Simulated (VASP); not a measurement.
# Cs3Ga (P-3m1) in VASP: further runs, part 2 of 2

VASP 6.6.1. Earlier steps stand in the parts before.

### Step 3. Single point, PBE

This run uses another cell than the first one, of 85.55 Å³/atom.

Input file INCAR:

```
PREC = Accurate
ENCUT = 520
EDIFF = 1E-6
ISMEAR = 0
SIGMA = 0.1
LREAL = False
LASPH = True
NELM = 100
ALGO = Fast
ISIF = 2
LWAVE = False
LCHARG = False
GGA = PE
NBANDS = 28
```

Input file KPOINTS:

```
Automatic mesh
0
Gamma
  12 12 4
```

Input file POSCAR:

```
Cs3Ga
1.0
    5.4350556114      0.0000000000      0.0000000000
   -2.7175278057      4.7068962305      0.0000000000
    0.0000000000      0.0000000000     13.3759180874
Cs Ga
3 1
Direct
    0.3333333333      0.6666666667      0.1626293632
    0.0000000000      0.0000000000      0.5000000000
    0.6666666667      0.3333333333      0.8373706368
    0.0000000000      0.0000000000      0.0000000000
```

Potentials or basis: VASP PAW PBE potentials, release 64 (Cs_sv, Ga_d).

Command:

```bash
> cat potpaw_PBE.64/Cs_sv/POTCAR potpaw_PBE.64/Ga_d/POTCAR > POTCAR
> mpirun -np 1 vasp_std > vasp.out
```

OUTCAR:

```text
PREC = Accurate
   ENCUT = 520
   EDIFF = 1E-6
   ISMEAR = 0
   LREAL = False
   LASPH = True
   NELM = 100
   ISIF = 2
   GGA = PE

 ion  position               nearest neighbor table
   1  0.333  0.667  0.163-
   2  0.000  0.000  0.500-
   3  0.667  0.333  0.837-
   4  0.000  0.000  0.000-

  LATTYP: Found a hexagonal cell.
 ALAT       =     5.4350556114
 C/A-ratio  =     2.4610453036

  Lattice vectors:

 A1 = (   5.4350556114,   0.0000000000,   0.0000000000)
 A2 = (  -2.7175278057,   4.7068962305,   0.0000000000)
 A3 = (   0.0000000000,   0.0000000000,  13.3759180874)

Analysis of symmetry for initial positions (statically):
=====================================================================
 Subroutine PRICEL returns:
 Original cell was already a primitive cell.

 Routine SETGRP: Setting up the symmetry group for a
 hexagonal supercell.

 Subroutine GETGRP returns: Found 12 space group operations
 (whereof 12 operations were pure point group operations)
 out of a pool of 24 trial point group operations.

The static configuration has the point symmetry D_3d.

Analysis of symmetry for dynamics (positions and initial velocities):
=====================================================================
 Subroutine PRICEL returns:
 Original cell was already a primitive cell.

 Routine SETGRP: Setting up the symmetry group for a
 hexagonal supercell.

 Subroutine GETGRP returns: Found 12 space group operations
 (whereof 12 operations were pure point group operations)
 out of a pool of 24 trial point group operations.

The dynamic configuration has the point symmetry D_3d.

 Subroutine INISYM returns: Found 12 space group operations
 (whereof 12 operations are pure point group operations),
[... 114 lines left out ...]
   EFERMI =   0.00;   METHOD = LEGACY
   ISMEAR =     0;   SIGMA  =   0.10  broadening in eV -4-tet -1-fermi 0-gaus
   EFERMI_NEDOS =   21; number of points for ismear=-14 and -15
   IALGO  =     68    algorithm
   IMIX   =      4    mixing-type and parameters
     AMIX     =   0.40;   BMIX     =  1.00
     AMIX_MAG =   1.60;   BMIX_MAG =  1.00
  volume/ion in A,a.u.               =      85.55       577.30
  Fermi-wavevector in a.u.,A,eV,Ry     =   0.800462  1.512654  8.717790  0.640740
  Thomas-Fermi vector in A             =   1.907762
   LORBIT       =      0    0 simple, 1 ext, 2 COOP (PROOUT), +10 PAW based schemes
   GGA     = PE    functional components
   LHFCALC =     F    Hartree Fock is set to
   AEXX    =    0.0000 exact exchange contribution
   IVDW    =     0    specifies the selected vdW correction
   LEPSILON=     F    determine dielectric tensor
   LRPA    =     F    only Hartree local field effects (RPA)
 non-spin polarized calculation
 RMM-DIIS sequential band-by-band and
 Gauss-broadening in eV      SIGMA  =   0.10
  energy-cutoff  :      520.00
  volume of cell :      342.19
 maximum number of plane-waves:      9258
   NGX = 21   NGY = 21   NGZ = 49

 number of electron      40.0000008 magnetization

 Free energy of the ion-electron system (eV)
  ---------------------------------------------------
  ext. energy  EPLUGINS =         0.00000000
  ---------------------------------------------------
  free energy    TOTEN  =        -4.62769079 eV

  energy without entropy =       -4.59321195  energy(sigma->0) =       -4.61045137

 E-fermi :   0.6278     XC(G=0):  -5.8849

 val. band max:        0.6277154761   @ k =   0.2500   0.2500   0.0000
 cond. band min:       0.6293535096   @ k =   0.2500   0.0833   0.5000
 fundamental gap:      0.0016380335
 Fermi energy:         0.6277840933

 k-point     1 :       0.0000    0.0000    0.0000
  band No.  band energies     occupation
      1     -23.3581      2.00000
      2     -22.4873      2.00000
      3     -22.4828      2.00000
      4     -14.6334      2.00000
      5     -14.6334      2.00000
      6     -14.6254      2.00000
[... 733 lines left out ...]
     27       3.2529      0.00000
     28       3.6009      0.00000

 [... further k-points ...]

------------------------ aborting loop because EDIFF is reached ----------------------------------------

  FORCE on cell =-STRESS in cart. coord.  units (eV):
  Direction    XX          YY          ZZ          XY          YZ          ZX
  --------------------------------------------------------------------------------------
  -------------------------------------------------------------------------------------
  Total       -0.0043235     -0.0043235     -0.0087280      0.0000000      0.0000000      0.0000000
  in kB       -0.0202436     -0.0202436     -0.0408659      0.0000000      0.0000000      0.0000000
  external PRESSURE =      -0.0271177 kB  Pullay stress =       0.0000000 kB

 VOLUME and BASIS-vectors are now :
 -----------------------------------------------------------------------------
  energy-cutoff  :      520.00
  volume of cell :      342.19
      direct lattice vectors                 reciprocal lattice vectors
     5.435055611  0.000000000  0.000000000     0.183990758  0.106227113  0.000000000
    -2.717527806  4.706896230  0.000000000     0.000000000  0.212454227  0.000000000
     0.000000000  0.000000000 13.375918087     0.000000000  0.000000000  0.074761223

 POSITION                                       TOTAL-FORCE (eV/Angst)
 -----------------------------------------------------------------------------------
     -0.00000      3.13793      2.17532         0.000000     -0.000000      0.003681
      0.00000      0.00000      6.68796        -0.000000      0.000000     -0.000000
      2.71753      1.56897     11.20060        -0.000000      0.000000     -0.003681
      0.00000      0.00000      0.00000        -0.000000      0.000000     -0.000000
 -----------------------------------------------------------------------------------
    total drift:                                0.000000     -0.000000     -0.000000

  FREE ENERGIE OF THE ION-ELECTRON SYSTEM (eV)
  ---------------------------------------------------
  free  energy   TOTEN  =        -4.6276907903 eV

  energy  without entropy=       -4.5932119471  energy(sigma->0) =       -4.61045137
```

OSZICAR:

```text
N       E                     dE             d eps       ncg     rms          rms(c)
DAV:   1     0.312656476118E+03    0.31266E+03   -0.15416E+04  3952   0.119E+03
DAV:   2     0.393635103786E+02   -0.27329E+03   -0.26581E+03  5140   0.245E+02
DAV:   3    -0.410988545804E+01   -0.43473E+02   -0.43234E+02  4344   0.988E+01
DAV:   4    -0.569560946815E+01   -0.15857E+01   -0.15791E+01  5232   0.245E+01
DAV:   5    -0.572259302941E+01   -0.26984E-01   -0.26957E-01  4548   0.265E+00    0.239E+00
RMM:   6    -0.465407730256E+01    0.10685E+01   -0.80131E-01  5326   0.257E+00    0.679E-01
RMM:   7    -0.462616829359E+01    0.27909E-01   -0.10432E-01  5545   0.209E+00    0.339E-01
RMM:   8    -0.462620009757E+01   -0.31804E-04   -0.40258E-02  5628   0.947E-01    0.208E-01
RMM:   9    -0.462733509514E+01   -0.11350E-02   -0.71157E-03  5653   0.356E-01    0.830E-02
RMM:  10    -0.462767858059E+01   -0.34349E-03   -0.38242E-03  5725   0.225E-01    0.387E-02
RMM:  11    -0.462766785877E+01    0.10722E-04   -0.11727E-03  5979   0.111E-01    0.146E-02
RMM:  12    -0.462767585041E+01   -0.79916E-05   -0.36700E-04  5926   0.668E-02    0.594E-03
RMM:  13    -0.462768480946E+01   -0.89590E-05   -0.99978E-05  5045   0.281E-02    0.320E-03
RMM:  14    -0.462768929446E+01   -0.44850E-05   -0.43248E-05  4726   0.172E-02    0.215E-03
RMM:  15    -0.462769043470E+01   -0.11402E-05   -0.16070E-05  4170   0.111E-02    0.118E-03
RMM:  16    -0.462769079028E+01   -0.35558E-06   -0.68299E-06  4012   0.808E-03
   1 F= -.46276908E+01 E0= -.46104514E+01  d E =-.344788E-01
```

Run time: 7.2 min. Hardware: 1 thread of AMD EPYC 9R45 (Zen 5), shared host; peak memory 0.77 GiB.

Results:

```
Free energy            : -4.6277 eV
Pressure               : 0.0 GPa
Largest force          : 0.004 eV/Å
Band gap on the k mesh : zero (bands 20 and 21 overlap by 0.39 eV)
```

Forces on the atoms (eV/Å):
```
Cs   0.000  0.000  0.004
Cs   0.000  0.000  0.000
Cs   0.000  0.000 -0.004
Ga   0.000  0.000  0.000
```

Levels at points of the mesh, in eV from the Fermi level:
```
           k point  band 17  band 18  band 19  band 20  band 21  band 22  band 23  band 24
(0.00, 0.00, 0.00)    -9.89    -5.61    -1.27    -0.97     0.71     0.71     0.72     0.85
(0.50, 0.00, 0.00)    -9.91    -5.41    -0.67     0.15     0.20     0.58     0.72     0.82
(0.00, 0.00, 0.50)    -9.89    -5.61    -1.43    -0.57     0.01     0.71     0.71     1.63
(0.50, 0.00, 0.50)    -9.91    -5.41    -0.69     0.10     0.30     0.58     0.70     0.90
```

Caveat: spin-orbit coupling is left out, which moves the levels of the heavy elements.

### Step 4. Single point, PBE

This run uses another cell than the first one, of 85.55 Å³/atom.

Input file INCAR:

```
SYSTEM = Cs3Ga
PREC = Accurate
ENCUT = 520
EDIFF = 1E-6
ISMEAR = 0
SIGMA = 0.1
LREAL = .False.
LASPH = .True.
NELM = 60
ALGO = Fast
ISIF = 2
LWAVE = .False.
LCHARG = .False.
GGA = PE
NBANDS = 28
```

Input file KPOINTS:

```
regular mesh
0
Gamma
  12 12 4
  0 0 0
```

POSCAR is that of step 3.

Command:

```bash
> cat potpaw_PBE.64/Cs_sv/POTCAR potpaw_PBE.64/Ga_d/POTCAR > POTCAR
> mpirun -np 1 vasp_std > vasp.out
```

It took 8.3 min on 1 thread of AMD EPYC 9R45 (Zen 5), shared host; peak memory 0.77 GiB.

It converged, with:

```
Free energy            : -4.6277 eV
Pressure               : 0.0 GPa
Largest force          : 0.004 eV/Å
Band gap on the k mesh : zero (bands 20 and 21 overlap by 0.39 eV)
```

Forces on the atoms (eV/Å):
```
Cs   0.000  0.000  0.004
Cs   0.000  0.000  0.000
Cs   0.000  0.000 -0.004
Ga   0.000  0.000  0.000
```

Levels at points of the mesh, in eV from the Fermi level:
```tsv
k point	band 16	band 17	band 18	band 19	band 20	band 21	band 22	band 23	band 24	band 25
(0.00, 0.00, 0.00)	-9.89	-9.89	-5.61	-1.27	-0.97	0.71	0.71	0.72	0.85	2.51
(0.50, 0.00, 0.00)	-9.93	-9.91	-5.41	-0.67	0.15	0.20	0.58	0.72	0.82	1.25
(0.00, 0.00, 0.50)	-9.89	-9.89	-5.61	-1.43	-0.57	0.01	0.71	0.71	1.63	2.17
(0.50, 0.00, 0.50)	-9.93	-9.91	-5.41	-0.69	0.10	0.30	0.58	0.70	0.90	1.33
```

Caveat: spin-orbit coupling is left out, which moves the levels of the heavy elements.

The gap in the log of VASP goes by the Fermi energy; the results here count the filled bands.